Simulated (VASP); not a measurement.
SrGaSi, 3 atoms in the cell. The structure is hexagonal, space group P-6m2 (No. 187). The conventional cell has a = 4.122 Å, b = 4.122 Å, c = 4.567 Å, α = 90.00°, β = 90.00°, γ = 120.00°. Within 4.3 Å of Sr (site symmetry -6m2) lie 6 Ga at 3.30 Å and 6 Si at 3.30 Å and 6 Sr at 4.12 Å. Ga (site symmetry -6m2) has 3 Si at 2.38 Å within 3.1 Å. Within 3.1 Å of Si (site symmetry -6m2) lie 3 Ga at 2.38 Å. 

| Property | Result |
| --- | --- |
| Program | VASP 6.6.1 |
| Task | single point |
| Functional | LDA |
| Potentials or basis | VASP PAW LDA potentials, release 64 (Sr_sv, Ga_d, Si) |
| Cutoff | 520 eV |
| k mesh | 12 × 12 × 10 |
| Occupations | gaussian, width 0.1 eV |
| Spin | no spin polarisation |
| Dipole correction | no |
| Further INCAR settings | ALGO = Fast; EDIFF = 1e-06; NBANDS = 20 |

Potentials or basis: VASP PAW LDA potentials, release 64 (Sr_sv, Ga_d, Si).

Command:

```console
$ cat potpaw_LDA.64/Sr_sv/POTCAR potpaw_LDA.64/Ga_d/POTCAR potpaw_LDA.64/Si/POTCAR > POTCAR
$ mpirun -np 1 vasp_std > vasp.out
```

Hardware: 1 thread of Intel(R) Xeon(R) 6975P-C (Granite Rapids) (shared host).

Problem. How long does it take, and how much memory?

Solution. It took 110 s on 1 thread of Intel(R) Xeon(R) 6975P-C (Granite Rapids), with other jobs on the host, peak memory 0.29 GiB. Counts: scf iterations 22, k points 114.
